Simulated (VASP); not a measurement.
# MnS (Fm-3m) in VASP: single point with r2SCAN

Aim: the single point of MnS with r2SCAN.

Everything below comes from runs of VASP 6.6.1. Logs are shortened: lines on timing, memory, paths and dates and some standing lists are left out, and cuts for length are marked.

## Step 1: The cell of the first run

Symmetry: Fm-3m, No. 225, cubic system. Conventional cell: a = 5.224 Å, b = 5.224 Å, c = 5.224 Å, α = 90.00°, β = 90.00°, γ = 90.00°. Within 3.4 Å of Mn (site symmetry m-3m) lie 6 S at 2.61 Å. Within 3.4 Å of S (site symmetry m-3m) lie 6 Mn at 2.61 Å.

## Step 2: Single point, r2SCAN, collinear spin, ferromagnetic start

Contents of POSCAR:

```
MnS
1.0
    0.0000000000      2.6122498900      2.6122498900
    2.6122498900      0.0000000000      2.6122498900
    2.6122498900      2.6122498900      0.0000000000
Mn S
1 1
Direct
    0.0000000000      0.0000000000      0.0000000000
    0.5000000000      0.5000000000      0.5000000000
```

Contents of INCAR.step1:

```
SYSTEM = MnS
  ALGO = Normal
  EDIFF = 1E-4
  ENCUT = 520
  GGA = PE
  ISMEAR = 0
  ISPIN = 2
  LASPH = .TRUE.
  LCHARG = .FALSE.
  LMAXMIX = 4
  LREAL = .FALSE.
  LWAVE = .TRUE.
  MAGMOM = 4.9 0.2
  NBANDS = 20
  NELM = 150
  PREC = Accurate
  SIGMA = 0.05
```

Contents of INCAR.step2:

```
SYSTEM = MnS
  ALGO = Normal
  EDIFF = 1E-7
  ENCUT = 520
  ISIF = 2
  ISMEAR = 0
  ISPIN = 2
  ISTART = 1
  LASPH = .TRUE.
  LCHARG = .FALSE.
  LMAXMIX = 4
  LMIXTAU = .TRUE.
  LORBIT = 11
  LREAL = .FALSE.
  LWAVE = .FALSE.
  MAGMOM = 4.9 0.2
  METAGGA = R2SCAN
  NBANDS = 20
  NELM = 150
  PREC = Accurate
  SIGMA = 0.05
```

Contents of KPOINTS:

```
k-points
0
G
  6 6 6
  0 0 0
```

Potentials or basis: VASP PAW PBE potentials, release 64 (Mn_pv, S).

Started as:

```
$ cat potpaw_PBE.64/Mn_pv/POTCAR potpaw_PBE.64/S/POTCAR > POTCAR
$ cp INCAR.step1 INCAR
$ mpirun -np 1 vasp_std > vasp.out
$ cp INCAR.step2 INCAR
$ mpirun -np 1 vasp_std > vasp.out
```

OUTCAR:

```text
SYSTEM = MnS
   EDIFF = 1E-7
   ENCUT = 520
   ISIF = 2
   ISMEAR = 0
   ISPIN = 2
   ISTART = 1
   LASPH = .TRUE.
   LORBIT = 11
   LREAL = .FALSE.
   METAGGA = R2SCAN
   NELM = 150
   PREC = Accurate

 ion  position               nearest neighbor table
   1  0.000  0.000  0.000-   2 2.61   2 2.61   2 2.61   2 2.61   2 2.61   2 2.61
   2  0.500  0.500  0.500-   1 2.61   1 2.61   1 2.61   1 2.61   1 2.61   1 2.61

  LATTYP: Found a face centered cubic cell.
 ALAT       =     5.2244997800

  Lattice vectors:

 A1 = (   0.0000000000,   2.6122498900,   2.6122498900)
 A2 = (   2.6122498900,   0.0000000000,   2.6122498900)
 A3 = (   2.6122498900,   2.6122498900,   0.0000000000)

Analysis of symmetry for initial positions (statically):
=====================================================================
 Subroutine PRICEL returns:
 Original cell was already a primitive cell.

 Routine SETGRP: Setting up the symmetry group for a
 face centered cubic supercell.

 Subroutine GETGRP returns: Found 48 space group operations
 (whereof 48 operations were pure point group operations)
 out of a pool of 48 trial point group operations.

The static configuration has the point symmetry O_h .

Analysis of symmetry for dynamics (positions and initial velocities):
=====================================================================
 Subroutine PRICEL returns:
 Original cell was already a primitive cell.

 Routine SETGRP: Setting up the symmetry group for a
 face centered cubic supercell.

 Subroutine GETGRP returns: Found 48 space group operations
 (whereof 48 operations were pure point group operations)
 out of a pool of 48 trial point group operations.

The dynamic configuration has the point symmetry O_h .

Analysis of structural, dynamic, and magnetic symmetry:
=====================================================================
 Subroutine PRICEL returns:
 Original cell was already a primitive cell.

 Routine SETGRP: Setting up the symmetry group for a
 face centered cubic supercell.

 Subroutine GETGRP returns: Found 48 space group operations
 (whereof 48 operations were pure point group operations)
 out of a pool of 48 trial point group operations.

The overall configuration has the point symmetry O_h .

 Subroutine INISYM returns: Found 48 space group operations
 (whereof 48 operations are pure point group operations),
 and found     1 'primitive' translations

----------------------------------------------------------------------------------------

                                     Primitive cell

  volume of cell :      35.6512

  direct lattice vectors                    reciprocal lattice vectors
     0.000000000  2.612249890  2.612249890    -0.191405884  0.191405884  0.191405884
     2.612249890  0.000000000  2.612249890     0.191405884 -0.191405884  0.191405884
     2.612249890  2.612249890  0.000000000     0.191405884  0.191405884 -0.191405884

  length of vectors
     3.694279223  3.694279223  3.694279223     0.331524716  0.331524716  0.331524716

  position of ions in fractional coordinates (direct lattice)
     0.000000000  0.000000000  0.000000000
     0.500000000  0.500000000  0.500000000

  ion indices of the primitive-cell ions
   primitive index   ion index
                 1           1
                 2           2

----------------------------------------------------------------------------------------

 KPOINTS: k-points

Automatic generation of k-mesh.
 Grid dimensions read from file:
 generate k-points for:    6    6    6

 Generating k-lattice:

  Cartesian coordinates                     Fractional coordinates (reciprocal lattice)
    -0.031900981  0.031900981  0.031900981     0.166666667  0.000000000  0.000000000
     0.031900981 -0.031900981  0.031900981     0.000000000  0.166666667  0.000000000
     0.031900981  0.031900981 -0.031900981     0.000000000  0.000000000  0.166666667

  Length of vectors
     0.055254119  0.055254119  0.055254119

  Shift w.r.t. Gamma in fractional coordinates (k-lattice)
     0.000000000  0.000000000  0.000000000

 Subroutine IBZKPT returns following result:
 ===========================================

 Found     16 irreducible k-points:

 Following reciprocal coordinates:
            Coordinates               Weight
  0.000000  0.000000  0.000000      1.000000
  0.166667  0.000000  0.000000      8.000000
  0.333333  0.000000  0.000000      8.000000
  0.500000  0.000000  0.000000      4.000000
  0.166667  0.166667  0.000000      6.000000
  0.333333  0.166667  0.000000     24.000000
[... 8 lines left out ...]
 -0.333333  0.333333  0.166667     24.000000
 -0.333333  0.500000  0.166667     12.000000
   k-points           NKPTS =     16   k-points in BZ     NKDIM =     16   number of bands    NBANDS=     20
   number of dos      NEDOS =    301   number of ions     NIONS =      2
   total plane-waves  NPLWV =  21952
   dimension x,y,z NGX =    28 NGY =   28 NGZ =   28
   dimension x,y,z NGXF=    56 NGYF=   56 NGZF=   56
   ions per type =               1   1
   NGX,Y,Z   is equivalent  to a cutoff of  12.60, 12.60, 12.60 a.u.
   NGXF,Y,Z  is equivalent  to a cutoff of  25.20, 25.20, 25.20 a.u.
 SYSTEM =  MnS
   PREC   = accura    normal or accurate (medium, high low for compatibility)
   ISTART =      1    job   : 0-new  1-cont  2-samecut
   ICHARG =      0    charge: 1-file 2-atom 10-const
   ISPIN  =      2    spin polarized calculation?
   LNONCOLLINEAR =      F non collinear calculations
   LSORBIT =      F    spin-orbit coupling
   LASPH  =      T    aspherical Exc in radial PAW
   ENCUT  =  520.0 eV  38.22 Ry    6.18 a.u.   6.87  6.87  6.87*2*pi/ulx,y,z
   NELM   =    150;   NELMIN=  2; NELMDL=  0     # of ELM steps
   EDIFF  = 0.1E-06   stopping-criterion for ELM
   LREAL  =      F    real-space projection
   EDIFFG = 0.1E-05   stopping-criterion for IOM
   NSW    =      0    number of steps for IOM
   IBRION =     -1    ionic relax: 0-MD 1-quasi-New 2-CG
   NFREE  =      0    steps in history (QN), initial steepest desc. (CG)
   ISIF   =      2    stress and relaxation
   ISYM   =      2    0-nonsym 1-usesym 2-fastsym
   POTIM  = 0.5000    time-step for ionic-motion
   TEBEG  =    0.0;   TEEND  =   0.0 temperature during run
   PSTRESS=    0.0 pullay stress
   NELECT =      19.0000    total number of electrons
   NUPDOWN=      -1.0000    fix difference up-down
   EMIN   =  10.00;   EMAX   =-10.00  energy-range for DOS
   EFERMI =   0.00;   METHOD = LEGACY
   ISMEAR =     0;   SIGMA  =   0.05  broadening in eV -4-tet -1-fermi 0-gaus
   EFERMI_NEDOS =   21; number of points for ismear=-14 and -15
   IALGO  =     38    algorithm
   IMIX   =      4    mixing-type and parameters
     AMIX     =   0.40;   BMIX     =  1.00
     AMIX_MAG =   1.60;   BMIX_MAG =  1.00
  volume/ion in A,a.u.               =      17.83       120.29
  Fermi-wavevector in a.u.,A,eV,Ry     =   1.327297  2.508227 23.969605  1.761716
  Thomas-Fermi vector in A             =   2.456619
   LORBIT       =     11    0 simple, 1 ext, 2 COOP (PROOUT), +10 PAW based schemes
   METAGGA = R2SCAN    functional components
   LHFCALC =     F    Hartree Fock is set to
   AEXX    =    0.0000 exact exchange contribution
   IVDW    =     0    specifies the selected vdW correction
   LEPSILON=     F    determine dielectric tensor
   LRPA    =     F    only Hartree local field effects (RPA)
 spin polarized calculation
 Gauss-broadening in eV      SIGMA  =   0.05
  energy-cutoff  :      520.00
  volume of cell :       35.65
 maximum number of plane-waves:       982
   NGX = 13   NGY = 13   NGZ = 13

 number of electron      18.9999987 magnetization       4.9722219

 Free energy of the ion-electron system (eV)
  ---------------------------------------------------
  ext. energy  EPLUGINS =         0.00000000
  ---------------------------------------------------
  free energy    TOTEN  =       -24.87425265 eV

  energy without entropy =      -24.87375587  energy(sigma->0) =      -24.87400426

 E-fermi :   6.5528     XC(G=0): -11.1679

 val. band max:        6.5415389147   @ k =   0.5000   0.0000   0.0000
 cond. band min:       6.6989859154   @ k =   0.3333   0.3333   0.0000
 fundamental gap:      0.1574470007
 Fermi energy:         6.5527932093

 spin component 1

 k-point     1 :       0.0000    0.0000    0.0000
  band No.  band energies     occupation
      1     -46.7278      1.00000
      2     -46.7278      1.00000
      3     -46.7277      1.00000
      4      -8.6381      1.00000
      5       2.4948      1.00000
      6       2.4948      1.00000
[... 12 lines left out ...]
     19      18.6282      0.00000
     20      19.1451      0.00000
[... 323 lines left out ...]
 k-point    16 :      -0.3333    0.5000    0.1667
  band No.  band energies     occupation
      1     -46.7335      1.00000
      2     -46.7316      1.00000
      3     -46.7307      1.00000
      4      -7.1014      1.00000
      5       0.6754      1.00000
      6       1.2983      1.00000
[... 12 lines left out ...]
     19      21.1957      0.00000
     20      22.9612      0.00000
 Fermi energy:         6.5527932093

 spin component 2

 k-point     1 :       0.0000    0.0000    0.0000
  band No.  band energies     occupation
      1     -40.4724      1.00000
      2     -40.4724      1.00000
      3     -40.4722      1.00000
      4      -8.2885      1.00000
      5       4.8340      1.00000
      6       4.8340      1.00000
[... 12 lines left out ...]
     19      20.0491      0.00000
     20      21.4692      0.00000
[... 323 lines left out ...]
 k-point    16 :      -0.3333    0.5000    0.1667
  band No.  band energies     occupation
      1     -40.4811      1.00000
      2     -40.4781      1.00000
      3     -40.4768      1.00000
      4      -6.7220      1.00000
      5       1.2008      1.00000
      6       2.2853      1.00000
[... 12 lines left out ...]
     19      22.0221      0.00000
     20      23.9907      0.00000

------------------------ aborting loop because EDIFF is reached ----------------------------------------

  FORCE on cell =-STRESS in cart. coord.  units (eV):
  Direction    XX          YY          ZZ          XY          YZ          ZX
  --------------------------------------------------------------------------------------
  -------------------------------------------------------------------------------------
  Total       -0.0909328     -0.0909328     -0.0909328      0.0000000      0.0000000     -0.0000000
  in kB       -4.0865529     -4.0865529     -4.0865529      0.0000000      0.0000000     -0.0000000
  external PRESSURE =      -4.0865529 kB  Pullay stress =       0.0000000 kB

 VOLUME and BASIS-vectors are now :
 -----------------------------------------------------------------------------
  energy-cutoff  :      520.00
  volume of cell :       35.65
      direct lattice vectors                 reciprocal lattice vectors
     0.000000000  2.612249890  2.612249890    -0.191405884  0.191405884  0.191405884
     2.612249890  0.000000000  2.612249890     0.191405884 -0.191405884  0.191405884
     2.612249890  2.612249890  0.000000000     0.191405884  0.191405884 -0.191405884

 POSITION                                       TOTAL-FORCE (eV/Angst)
 -----------------------------------------------------------------------------------
      0.00000      0.00000      0.00000         0.000000      0.000000      0.000000
      2.61225      2.61225      2.61225         0.000000      0.000000     -0.000000
 -----------------------------------------------------------------------------------
    total drift:                               -0.000000      0.000000      0.000000

  FREE ENERGIE OF THE ION-ELECTRON SYSTEM (eV)
  ---------------------------------------------------
  free  energy   TOTEN  =       -24.8742526505 eV

  energy  without entropy=      -24.8737558700  energy(sigma->0) =      -24.87400426

 total charge

# of ion       s       p       d       tot
------------------------------------------
    1        0.217   6.158   4.896  11.271
    2        1.310   2.475   0.000   3.785
--------------------------------------------------
tot          1.527   8.633   4.896  15.056

 magnetization (x)

# of ion       s       p       d       tot
------------------------------------------
    1        0.050   0.037   4.409   4.496
    2        0.029   0.106   0.000   0.135
--------------------------------------------------
tot          0.079   0.142   4.409   4.630
```

It took 47 s on 1 thread of Intel Xeon 6975P-C (Granite Rapids), shared host; peak memory 0.19 GiB.

Results:

```
Free energy                                           : -24.8743 eV
Pressure                                              : -0.4 GPa
Band gap on the k mesh                                : zero (filled and empty bands overlap)
Net moment                                            : 4.97 μB per cell
Site moments                                          : Mn +4.50; S +0.14 μB
Valence electrons inside the program's atomic spheres : Mn 11.27; S 3.79
```

Levels at points of the mesh, in eV from the Fermi level:
Spin up:
```
           k point  band 9  band 10  band 11  band 12  band 13  band 14  band 15  band 16
(0.00, 0.00, 0.00)   -3.98    -2.05    -2.05    -2.05     2.02     8.80     8.80     8.80
(0.50, 0.00, 0.00)   -3.60    -3.16    -0.01    -0.01     3.12     5.64     5.64     8.82
(0.50, 0.50, 0.00)   -3.67    -3.48    -3.48    -2.98     0.95     5.53    10.73    12.49
```
Spin down:
```csv
k point,band 3,band 4,band 5,band 6,band 7,band 8,band 9,band 10,band 11,band 12
"(0.00, 0.00, 0.00)",-47.02,-14.84,-1.72,-1.72,-1.72,1.12,1.12,1.12,1.12,1.12
"(0.50, 0.00, 0.00)",-47.03,-13.52,-6.51,-3.34,-3.34,2.24,2.24,2.41,3.87,4.06
"(0.50, 0.50, 0.00)",-47.03,-13.34,-5.74,-3.30,-3.30,-0.14,1.61,2.42,2.51,2.51
```

Caveat: the PAW data sets were made with another functional, which shifts forces and pressure a little; a cell with one magnetic atom can't hold antiferromagnetic order, which such compounds often take; semilocal functionals often make such compounds metallic where correlation or magnetic order opens a gap, which also shifts bond lengths. With open d or f shells a metallic result of r2SCAN can be an artefact of self-interaction; +U or a hybrid may open a gap.

The gap in the log of VASP goes by the Fermi energy; the results here count the filled bands.